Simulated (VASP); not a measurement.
Wanted: the native input for a VASP 6.6.1 run.

* Task: single point
* Functional: PBE
* Potentials or basis: VASP PAW PBE potentials, release 64 (W_sv)
* Cutoff: 500 eV
* k mesh: 20 × 20 × 20
* Occupations: gaussian, width 0.15 eV
* Spin: no spin polarisation
* Dipole correction: no
* Further INCAR settings: ALGO = Normal; EDIFF = 1e-06; NBANDS = 13

The structure of W lies in POSCAR:

```
W
1.0
   -1.5973000000      1.5973000000      1.5573675000
    1.5973000000     -1.5973000000      1.5573675000
    1.5973000000      1.5973000000     -1.5573675000
W
1
Direct
    0.0000000000      0.0000000000      0.0000000000
```

This cell differs from its parent crystal: strain +0.000 along x and y, -0.025 along z.

The input as run:

INCAR

```
  PREC = Accurate
  ENCUT = 500
  EDIFF = 1E-6
  ISMEAR = 0
  SIGMA = 0.15
  LREAL = F
  LASPH = T
  NELM = 120
  ALGO = Normal
  ISIF = 2
  LWAVE = F
  LCHARG = F
  GGA = PE
  NBANDS = 13
  GGA_COMPAT = F
```

KPOINTS

```
regular mesh
0
Gamma
  20 20 20
```

Potentials or basis: VASP PAW PBE potentials, release 64 (W_sv).

The run is started by

```console
$ cat potpaw_PBE.64/W_sv/POTCAR > POTCAR
$ mpirun -np 1 vasp_std > vasp.out
```

Results of the run:

- Pressure: 5.4 GPa
- Band gap on the k mesh: zero (band 7 reaches 16.52 eV, above the bottom of band 8 at 10.25 eV)

Caveat: the cell differs from its parent crystal (strain +0.000 along x and y, -0.025 along z); spin-orbit coupling is left out, which moves the levels of the heavy elements.

It took 94 s on 1 thread of Intel(R) Xeon(R) Platinum 8259CL CPU @ 2.50GHz (Skylake/Cascade Lake), with other jobs on the host, peak memory 0.22 GiB.
